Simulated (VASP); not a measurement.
Here is a VASP 6.6.1 calculation.

The input INCAR:

```
SYSTEM = TiC
PREC = Accurate
ENCUT = 520
EDIFF = 1E-8
ISMEAR = -1
SIGMA = 0.03
LREAL = .FALSE.
LASPH = .TRUE.
NELM = 60
ALGO = Normal
ISIF = 2
LWAVE = .FALSE.
LCHARG = .FALSE.
GGA = PS
LEFG = .TRUE.
NBANDS = 15
```

File KPOINTS:

```
regular mesh
0
G
  14 14 14
  0 0 0
```

Contents of POSCAR:

```
TiC
1.0
    0.0000000000      2.1640000000      2.1207200000
    2.1640000000      0.0000000000      2.1207200000
    2.1640000000      2.1640000000      0.0000000000
Ti C
1 1
Direct
    0.0000000000      0.0000000000      0.0000000000
    0.5000000000      0.5000000000      0.5000000000
```

Potentials or basis: VASP PAW PBE potentials, release 64 (Ti_sv, C).

Command:

```console
$ cat potpaw_PBE.64/Ti_sv/POTCAR potpaw_PBE.64/C/POTCAR > POTCAR
$ mpirun -np 1 vasp_std > vasp.out
```

(1) What does it give for the pressure?

(2) Estimate the band gap on the k mesh.

Results:

(1) -0.6 GPa.

(2) zero (band 8 reaches 10.34 eV, above the bottom of band 9 at 9.02 eV).

Caveat: the cell differs from its parent crystal (zz strain of -2 %); without QUAD_EFG the Cq values of the log hold for a quadrupole moment of 1 mb, not for the nuclei; the PAW data sets were made with another functional, which shifts forces and pressure a little.
